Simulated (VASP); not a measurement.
Wanted: the native input for a VASP 6.6.1 run.

```
Task                   : single point
Functional             : LDA
Potentials or basis    : VASP PAW LDA potentials, release 64 (Sn_d, O)
Cutoff                 : 520 eV
k mesh                 : 12 × 12 × 10
Occupations            : gaussian, width 0.15 eV
Spin                   : no spin polarisation
Dipole correction      : no
Further INCAR settings : ALGO = Normal; EDIFF = 1e-07; NBANDS = 28
```

The structure of SnO lies in POSCAR:

```
SnO
1.0
    3.8647524582      0.0000000000      0.0000000000
    0.0000000000      3.8647524582      0.0000000000
    0.0000000000      0.0000000000      4.7762795853
Sn O
2 2
Direct
    0.0000000000      0.5000000000      0.2457459271
    0.5000000000      0.0000000000      0.7542540729
    0.0000000000      0.0000000000      0.0000000000
    0.5000000000      0.5000000000      0.0000000000
```

This cell differs from its parent crystal: volume 17.835 Å^3 an atom, c/a of the conventional cell 1.2359.

The input as run:

INCAR

```
SYSTEM = SnO
ALGO = Normal
EDIFF = 1E-7
ENCUT = 520
ISIF = 2
ISMEAR = 0
LASPH = .TRUE.
LCHARG = .TRUE.
LELF = .TRUE.
LREAL = .FALSE.
LVHAR = .TRUE.
LWAVE = .FALSE.
NBANDS = 28
NELM = 60
PREC = Accurate
SIGMA = 0.15
```

KPOINTS

```
k-points
0
G
  12 12 10
  0 0 0
```

Potentials or basis: VASP PAW LDA potentials, release 64 (Sn_d, O).

The run is started by

```console
$ cat potpaw_LDA.64/Sn_d/POTCAR potpaw_LDA.64/O/POTCAR > POTCAR
$ mpirun -np 1 vasp_std > vasp.out
```

It gave:

| Quantity | Value |
| --- | --- |
| Pressure | -6.6 GPa |
| Largest force | 0.872 eV/Å |

Run time: 5.1 min on 1 thread of Intel(R) Xeon(R) Platinum 8259CL CPU @ 2.50GHz (Skylake/Cascade Lake), with other jobs on the host, peak memory 0.35 GiB.
